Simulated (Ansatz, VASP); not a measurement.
**Two plane-wave programs on KRe3W**

```
K Re W
1.0
     4.85540    0.00000    0.00000
     0.00000    4.85540    0.00000
     0.00000    0.00000    4.85540
K Re W
1 3 1
Direct
  0.00000 0.00000 0.00000
  0.00000 0.50000 0.50000
  0.50000 0.00000 0.50000
  0.50000 0.50000 0.00000
  0.50000 0.50000 0.50000
```

Alike in both runs: task relaxation of cell and atoms; functional PBE; k mesh 8 × 8 × 8; occupations gaussian, width 0.1 eV; no spin polarisation.

|  | VASP | Ansatz |
| --- | --- | --- |
| version | VASP 6.6.1 | Ansatz 0.2.0 |
| potentials or method | VASP PAW PBE potentials, release 64 (K_sv, Re, W_sv), cutoff 600 eV | scalar-relativistic, plane waves, PAW |
| valence electrons in the cell | 44 | 68 |

Ansatz gave:

* gap on the k mesh at the Fermi level, each at its own relaxed structure (eV): none
* relaxed volume (Å³/atom): 22.83
* relaxed cell length with the largest relative difference (Å): 4.851

Estimate VASP's values.

gap on the k mesh at the Fermi level, each at its own relaxed structure (eV): none; relaxed volume (Å³/atom): 22.93; relaxed cell length with the largest relative difference (Å): 4.858.

A gap of «none» marks a metal or a gap that the smearing closes. VASP's potentials hold 44 valence electrons a cell and Ansatz's 68, so a difference there can come from the potentials and not from the codes.

Spin-orbit coupling is off throughout.
